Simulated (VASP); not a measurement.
Here is a VASP 6.6.1 calculation.

INCAR

```
ALGO     = Normal         # electronic algorithm
EDIFF    = 1E-7           # SCF threshold, eV
ENCUT    = 520            # plane-wave cutoff, eV
GGA      = PS             # functional
ISIF     = 2              # what is computed and relaxed
ISMEAR   = 0              # smearing method
LASPH    = True           # aspherical terms in the spheres
LCHARG   = False          # write CHGCAR
LREAL    = False          # projectors in reciprocal space
LWAVE    = False          # write WAVECAR
NBANDS   = 22             # bands
NELM     = 80             # most SCF steps
PREC     = Accurate       # precision mode
SIGMA    = 0.15           # smearing width, eV
```

The input KPOINTS:

```
k-points
0
Gamma
  8 8 8
```

File POSCAR:

```
InSb3
1.0
    4.8703161756      0.0000000000      0.0000000000
    0.0000000000      4.8703161756      0.0000000000
    0.0000000000      0.0000000000      4.8703161756
In Sb
1 3
Direct
    0.0000000000      0.0000000000      0.0000000000
    0.5000000000      0.0000000000      0.5000000000
    0.0000000000      0.5000000000      0.5000000000
    0.5000000000      0.5000000000      0.0000000000
```

Potentials or basis: VASP PAW PBE potentials, release 64 (In_d, Sb).

Run with:

```console
$ cat potpaw_PBE.64/In_d/POTCAR potpaw_PBE.64/Sb/POTCAR > POTCAR
$ mpirun -np 1 vasp_std > vasp.out
```

**Question.** Estimate the band gap on the k mesh.

**Answer.** Zero (bands 14 and 15 overlap by 4.36 eV).

**Question.** Estimate the pressure.

**Answer.** -4.3 GPa.

Caveat: the cell stands under tension; the PAW data sets were made with another functional, which shifts forces and pressure a little; spin-orbit coupling is left out, which moves the levels of the heavy elements.
